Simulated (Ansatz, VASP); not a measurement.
**CdTe in VASP and in Ansatz**

INCAR

```
  ALGO = Normal
  EDIFF = 1E-6
  ENCUT = 500
  GGA = PS
  GGA_COMPAT = False
  ISIF = 2
  ISMEAR = 0
  LASPH = True
  LCHARG = False
  LREAL = False
  LWAVE = False
  NBANDS = 16
  NELM = 120
  PREC = Accurate
  SIGMA = 0.01
```

KPOINTS

```
k-points
0
Gamma
  6 6 6
```

POSCAR

```
CdTe
1.0
    0.0000000000      3.2452746365      3.2452746365
    3.2452746365      0.0000000000      3.2452746365
    3.2452746365      3.2452746365      0.0000000000
Cd Te
1 1
Direct
    0.0000000000      0.0000000000      0.0000000000
    0.2500000000      0.2500000000      0.2500000000
```

Input for Ansatz:

```yaml
crystal:
  lattice:
    - [0.0, 3.2452746365, 3.2452746365]
    - [3.2452746365, 0.0, 3.2452746365]
    - [3.2452746365, 3.2452746365, 0.0]
  atoms:
    - { symbol: Cd, position: [0.0, 0.0, 0.0] }
    - { symbol: Te, position: [0.25, 0.25, 0.25] }
basis:
  ecutwfc: 420
kpoints:
  mp_grid: { grid: [6, 6, 6] }
  band_path:
    path:
      - [0.0, 0.0, 0.0]
      - [0.0, 0.0, 0.0]
      - [0.4502182798, 0.4502182798, 0.0]
      - [0.5, 0.5, 0.5]
      - [0.006198018, 0.006198018, 0.0]
      - [-0.006198018, -0.006198018, 0.0]
      - [0.0071568547, 0.0071568547, 0.0071568547]
      - [-0.0071568547, -0.0071568547, -0.0071568547]
      - [0.006198018, 0.006198018, 0.0]
      - [-0.006198018, -0.006198018, 0.0]
      - [0.4564162978, 0.4564162978, 0.0]
      - [0.4440202618, 0.4440202618, 0.0]
      - [0.4502182798, 0.4564162978, 0.006198018]
      - [0.4502182798, 0.4440202618, -0.006198018]
      - [0.5071568547, 0.5071568547, 0.5071568547]
      - [0.4928431453, 0.4928431453, 0.4928431453]
      - [0.4956173394, 0.5043826606, 0.5]
      - [0.5043826606, 0.4956173394, 0.5]
    npoints: 1
hamiltonian:
  xc: pbesol
  pseudopotentials: { kind: paw, azcp: { folder: soft_1 } }
scf:
  occupations: { method: fixed }
  n_extra_bands: 5
output:
  forces: true
  stress: true
  eigenvalues: true
```

Alike in both runs: task single point; functional PBEsol; k mesh 6 × 6 × 6; no spin polarisation.

```csv
,VASP,Ansatz
version,VASP 6.6.1,Ansatz 0.2.0
potentials or method,"VASP PAW PBE potentials, release 64 (Cd, Te), cutoff 500 eV","scalar-relativistic, plane waves, PAW"
occupations,"gaussian, width 0.01 eV",fixed
valence electrons in the cell,18,36
```

```csv
,VASP,Ansatz,Ansatz less VASP
gap on the k mesh at the Fermi level (eV),0.65,0.64,-0.004
least direct gap on the mesh (eV),0.65,0.64,-0.004
pressure (GPa),0.2,0.0,-0.16
```

VASP's potentials were made for PBE, not for PBEsol, and Ansatz warns of the same on its side. VASP's potentials hold 18 valence electrons a cell and Ansatz's 36, so a difference there can come from the potentials and not from the codes.

Neither program's run includes spin-orbit coupling.
